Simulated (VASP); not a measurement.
# FeO (Fm-3m) in VASP: settings compared, part 2 of 2

VASP 6.6.1. Earlier steps stand in the parts before.

### Step 4. Elastic constants, LDA, collinear spin, ferromagnetic start

INCAR

```
SYSTEM = FeO
PREC = Accurate
ENCUT = 600
EDIFF = 1E-8
ISMEAR = -1
SIGMA = 0.05
LREAL = .FALSE.
LASPH = .TRUE.
NELM = 150
ALGO = Normal
ISIF = 3
LWAVE = .FALSE.
LCHARG = .TRUE.
ISPIN = 2
MAGMOM = 3 0
LORBIT = 11
LMAXMIX = 4
NBANDS = 18
IBRION = 6
NFREE = 2
POTIM = 0.015
NSW = 1
```

KPOINTS

```
Automatic mesh
0
G
  8 8 8
  0 0 0
```

POSCAR

```
FeO
1.0
    0.0000000000      2.1554000000      2.1554000000
    2.1554000000      0.0000000000      2.1554000000
    2.1554000000      2.1554000000      0.0000000000
Fe O
1 1
Direct
    0.0000000000      0.0000000000      0.0000000000
    0.5000000000      0.5000000000      0.5000000000
```

Potentials or basis: VASP PAW LDA potentials, release 64 (Fe, O).

The run is started by

```bash
$ cat potpaw_LDA.64/Fe/POTCAR potpaw_LDA.64/O/POTCAR > POTCAR
$ mpirun -np 1 vasp_std > vasp.out
```

OUTCAR:

```text
SYSTEM = FeO
   PREC = Accurate
   ENCUT = 600
   EDIFF = 1E-8
   ISMEAR = -1
   LREAL = .FALSE.
   LASPH = .TRUE.
   NELM = 150
   ISIF = 3
   ISPIN = 2
   LORBIT = 11
   IBRION = 6
   NFREE = 2
   POTIM = 0.015
   NSW = 1

 ion  position               nearest neighbor table
   1  0.000  0.000  0.000-   2 2.16   2 2.16   2 2.16   2 2.16   2 2.16   2 2.16
   2  0.500  0.500  0.500-   1 2.16   1 2.16   1 2.16   1 2.16   1 2.16   1 2.16

[... 1508 lines left out ...]
 --------------------------------------------------------------------------------
 XX           0.0000      0.0000      0.0000      0.0000      0.0000      0.0000
 YY           0.0000      0.0000      0.0000      0.0000      0.0000      0.0000
 ZZ           0.0000      0.0000      0.0000      0.0000      0.0000      0.0000
 XY           0.0000      0.0000      0.0000      0.0000      0.0000      0.0000
 YZ           0.0000      0.0000      0.0000      0.0000      0.0000      0.0000
 ZX           0.0000      0.0000      0.0000      0.0000      0.0000      0.0000
 --------------------------------------------------------------------------------

 TOTAL ELASTIC MODULI (kBar)
 Direction    XX          YY          ZZ          XY          YZ          ZX
 --------------------------------------------------------------------------------
 XX        1848.1829   1475.7829   1475.7829      0.0000     -0.0000     -0.0000
 YY        1475.7829   1848.1829   1475.7829      0.0000     -0.0000      0.0000
 ZZ        1475.7829   1475.7829   1848.1829      0.0000      0.0000      0.0000
 XY           0.0000      0.0000      0.0000    338.3842     -0.0000      0.0000
 YZ          -0.0000     -0.0000      0.0000     -0.0000    338.3842     -0.0000
 ZX          -0.0000      0.0000      0.0000      0.0000     -0.0000    338.3842
 --------------------------------------------------------------------------------

 total charge

# of ion       s       p       d       tot
------------------------------------------
    1        0.293   0.364   6.109   6.766
    2        1.541   3.410   0.000   4.951
--------------------------------------------------
tot          1.834   3.774   6.109  11.717

 magnetization (x)

# of ion       s       p       d       tot
------------------------------------------
    1        0.024   0.021   3.520   3.565
    2        0.030   0.285   0.000   0.315
--------------------------------------------------
tot          0.055   0.306   3.520   3.880
```

OSZICAR:

```text
N       E                     dE             d eps       ncg     rms          rms(c)
DAV:   1     0.752431913111E+02    0.75243E+02   -0.73193E+03  2240   0.103E+03
DAV:   2    -0.135682943054E+02   -0.88811E+02   -0.75449E+02  2162   0.221E+02
[... 219 lines left out ...]
DAV:   4    -0.164088980761E+02    0.65628E-05   -0.12764E-04  5220   0.865E-02    0.300E-02
DAV:   5    -0.164089032408E+02   -0.51648E-05   -0.15572E-05  4898   0.264E-02    0.110E-02
DAV:   6    -0.164089024752E+02    0.76564E-06   -0.33881E-07  5196   0.538E-03    0.712E-03
DAV:   7    -0.164089023631E+02    0.11213E-06   -0.56227E-07  4626   0.614E-03    0.113E-03
DAV:   8    -0.164089023717E+02   -0.86316E-08   -0.10601E-07  4582   0.226E-03    0.813E-04
DAV:   9    -0.164089023677E+02    0.40070E-08   -0.27447E-09  2448   0.378E-04
  17 F= -.16408902E+02 E0= -.16401267E+02  d E =-.152710E-01  mag=     3.9864
```

Run time: 4.8 min. Hardware: 1 thread of Intel Xeon 6975P-C (Granite Rapids), shared host; peak memory 0.29 GiB.

What came out:

* Net moment: 3.99 μB per cell
* Site moments: Fe +3.56; O +0.32 μB
* Valence electrons inside the program's atomic spheres: Fe 6.77; O 4.95
* Elastic constants C11, C12, C44: 185, 148, 34 GPa
* Voigt bulk modulus: 160 GPa
* Highest phonon frequency at Γ, LO-TO splitting left out: 190 cm⁻¹

Phonon frequencies in cm⁻¹ (negative: imaginary):
| q point | frequencies |
| --- | --- |
| (0.000, 0.000, 0.000) | 0 0 0 190 190 190 |

Elastic tensor in Voigt notation (GPa, in the Cartesian axes of the cell as first typed):
```
185 148 148   0   0   0
148 185 148   0   0   0
148 148 185   0   0   0
  0   0   0  34   0   0
  0   0   0   0  34   0
  0   0   0   0   0  34
```

Clamped-ion elastic tensor (GPa):
```
185 148 148   0   0   0
148 185 148   0   0   0
148 148 185   0   0   0
  0   0   0  34   0   0
  0   0   0   0  34   0
  0   0   0   0   0  34
```

Caveat: the cell is under stress, which shifts elastic constants; a cell with one magnetic atom can't hold antiferromagnetic order, which such compounds often take.

### Step 5. Elastic constants, PBEsol, collinear spin, ferromagnetic start

INCAR

```
SYSTEM = FeO
PREC     = Accurate       ! precision mode
ENCUT    = 600            ! plane-wave cutoff, eV
EDIFF    = 1E-8           ! SCF threshold, eV
ISMEAR   = -1             ! smearing method
SIGMA    = 0.05           ! smearing width, eV
LREAL    = .FALSE.        ! projectors in reciprocal space
LASPH    = .TRUE.         ! aspherical terms in the spheres
NELM     = 150            ! most SCF steps
ALGO     = Normal         ! electronic algorithm
ISIF     = 3              ! what is computed and relaxed
LWAVE    = .FALSE.        ! write WAVECAR
LCHARG   = .FALSE.        ! write CHGCAR
ISPIN    = 2              ! spin polarisation
MAGMOM   = 3 0            ! initial moments
LORBIT   = 11             ! projections on sites
LMAXMIX  = 4              ! l up to which the mixer works
GGA      = PS             ! functional
NBANDS   = 18             ! bands
IBRION   = 6              ! ionic algorithm
NFREE    = 2            
POTIM    = 0.015          ! step
NSW      = 1              ! ionic steps
```

KPOINTS is that of step 4.

POSCAR is that of step 4.

Potentials or basis: VASP PAW PBE potentials, release 64 (Fe, O).

The run is started by

```bash
$ cat potpaw_PBE.64/Fe/POTCAR potpaw_PBE.64/O/POTCAR > POTCAR
$ mpirun -np 1 vasp_std > vasp.out
```

OUTCAR:

```text
SYSTEM = FeO
   PREC = Accurate
   ENCUT = 600
   EDIFF = 1E-8
   ISMEAR = -1
   LREAL = .FALSE.
   LASPH = .TRUE.
   NELM = 150
   ISIF = 3
   ISPIN = 2
   LORBIT = 11
   GGA = PS
   IBRION = 6
   NFREE = 2
   POTIM = 0.015
   NSW = 1

 ion  position               nearest neighbor table
   1  0.000  0.000  0.000-   2 2.16   2 2.16   2 2.16   2 2.16   2 2.16   2 2.16
   2  0.500  0.500  0.500-   1 2.16   1 2.16   1 2.16   1 2.16   1 2.16   1 2.16

  LATTYP: Found a face centered cubic cell.
 ALAT       =     4.3108000000

  Lattice vectors:

 A1 = (   0.0000000000,   2.1554000000,   2.1554000000)
 A2 = (   2.1554000000,   0.0000000000,   2.1554000000)
 A3 = (   2.1554000000,   2.1554000000,   0.0000000000)

Analysis of symmetry for initial positions (statically):
=====================================================================
[... 1460 lines left out ...]
 Eigenvectors and eigenvalues of the dynamical matrix
 ----------------------------------------------------

   1 f  =    6.880997 THz    43.234582 2PiTHz  229.525369 cm-1    28.457506 meV
             X         Y         Z           dx          dy          dz
      0.000000  0.000000  0.000000    -0.472739    0.000000    0.000000
      2.155400  2.155400  2.155400     0.881203   -0.000000    0.000000
[... 21 lines left out ...]
   6 f/i=    0.006498 THz     0.040831 2PiTHz    0.216765 cm-1     0.026875 meV
             X         Y         Z           dx          dy          dz
      0.000000  0.000000  0.000000    -0.773584   -0.422002    0.000000
      2.155400  2.155400  2.155400    -0.415004   -0.226392    0.000000

--------------------------------------------------------------------------------------------------------

 ELASTIC MODULI CONTR FROM IONIC RELAXATION (kBar)
 Direction    XX          YY          ZZ          XY          YZ          ZX
 --------------------------------------------------------------------------------
 XX           0.0000      0.0000      0.0000      0.0000      0.0000      0.0000
 YY           0.0000      0.0000      0.0000      0.0000      0.0000      0.0000
 ZZ           0.0000      0.0000      0.0000      0.0000      0.0000      0.0000
 XY           0.0000      0.0000      0.0000      0.0000      0.0000      0.0000
 YZ           0.0000      0.0000      0.0000      0.0000      0.0000      0.0000
 ZX           0.0000      0.0000      0.0000      0.0000      0.0000      0.0000
 --------------------------------------------------------------------------------

 TOTAL ELASTIC MODULI (kBar)
 Direction    XX          YY          ZZ          XY          YZ          ZX
 --------------------------------------------------------------------------------
 XX        2380.7628   1479.8813   1479.8813      0.0000      0.0000     -0.0000
 YY        1479.8813   2380.7628   1479.8813     -0.0000      0.0000      0.0000
 ZZ        1479.8813   1479.8813   2380.7628      0.0000     -0.0000     -0.0000
 XY           0.0000     -0.0000      0.0000    306.6225     -0.0000      0.0000
 YZ           0.0000      0.0000     -0.0000     -0.0000    306.6225      0.0000
 ZX          -0.0000      0.0000     -0.0000      0.0000      0.0000    306.6225
 --------------------------------------------------------------------------------

 total charge

# of ion       s       p       d       tot
------------------------------------------
    1        0.292   0.364   6.086   6.742
    2        1.548   3.416   0.000   4.964
--------------------------------------------------
tot          1.840   3.780   6.086  11.706

 magnetization (x)

# of ion       s       p       d       tot
------------------------------------------
    1        0.027   0.021   3.564   3.612
    2        0.030   0.273   0.000   0.303
--------------------------------------------------
tot          0.057   0.294   3.564   3.915
```

stdout:

```text
POSCAR found type information on POSCAR FeO
 POSCAR found :  2 types and       2 ions
 scaLAPACK will be used
 -----------------------------------------------------------------------------
|                                                                             |
|                                                                             |
|     You enforced a specific xc type in the INCAR file but a different       |
|     I HOPE YOU KNOW WHAT YOU ARE DOING!                                     |
[... 32 lines left out ...]
 Finite differences progress:
 bond charge predicted
 Finite differences progress:
 bond charge predicted
 Finite differences progress:
 bond charge predicted
 Finite differences progress:
 bond charge predicted
 Finite differences progress:
 bond charge predicted
 Finite differences progress:
 bond charge predicted
 Finite differences progress:
```

Wall time 19 min (1 thread of Intel Xeon 8259CL, shared host); peak memory 0.31 GiB.

Results:

```
Net moment                                              : 4.00 μB per cell
Site moments                                            : Fe +3.61; O +0.30 μB
Valence electrons inside the program's atomic spheres   : Fe 6.74; O 4.96
Elastic constants C11, C12, C44                         : 238, 148, 31 GPa
Voigt bulk modulus                                      : 178 GPa
Highest phonon frequency at Γ, LO-TO splitting left out : 230 cm⁻¹
```

Phonon frequencies in cm⁻¹ (negative: imaginary):
```tsv
q point	frequencies
(0.000, 0.000, 0.000)	0 0 0 230 230 230
```

Elastic tensor in Voigt notation (GPa, in the Cartesian axes of the cell as first typed):
```
238 148 148   0   0   0
148 238 148   0   0   0
148 148 238   0   0   0
  0   0   0  31   0   0
  0   0   0   0  31   0
  0   0   0   0   0  31
```

Clamped-ion elastic tensor (GPa):
```
238 148 148   0   0   0
148 238 148   0   0   0
148 148 238   0   0   0
  0   0   0  31   0   0
  0   0   0   0  31   0
  0   0   0   0   0  31
```

Caveat: the cell is under stress, which shifts elastic constants; the PAW data sets were made with another functional, which shifts forces and pressure a little; a cell with one magnetic atom can't hold antiferromagnetic order, which such compounds often take.

### Step 6. Summary

```csv
task,level,potentials or basis,U,k mesh,cutoff (eV),smearing,tolerance level,purpose,dipole correction,k mesh for the DOS,occupations for the DOS,moment (μB)
single point,r2SCAN+U,"VASP PAW PBE potentials, release 64 (Fe, O)",Fe d U = 5.3 eV,7 × 7 × 7,580,gaussian 0.03 eV,standard,a run that is hard to end,-,-,-,4.01
single point,PBEsol,"VASP PAW PBE potentials, release 64 (Fe, O)",-,11 × 11 × 11,520,fermi-dirac 0.05 eV,-,-,no,17 × 17 × 17,tetrahedron,4.00
elastic constants,LDA,"VASP PAW LDA potentials, release 64 (Fe, O)",-,8 × 8 × 8,600,fermi-dirac 0.05 eV,-,-,no,-,-,3.99
elastic constants,PBEsol,"VASP PAW PBE potentials, release 64 (Fe, O)",-,8 × 8 × 8,600,fermi-dirac 0.05 eV,-,-,no,-,-,4.00
```

Alike in all rows: spin collinear, ferromagnetic start; cell as given.

Caveats: some runs use coarse meshes; a cell with one magnetic atom can't hold antiferromagnetic order, which such compounds often take; the PAW data sets were made with another functional, which shifts forces and pressure a little (at least some runs); the cell is under stress, which shifts elastic constants (at least some runs); semilocal functionals often make such compounds metallic where correlation or magnetic order opens a gap, which also shifts bond lengths (at least some runs).

Total energies depend on the potentials used, so only differences within one code and one set of settings carry meaning.
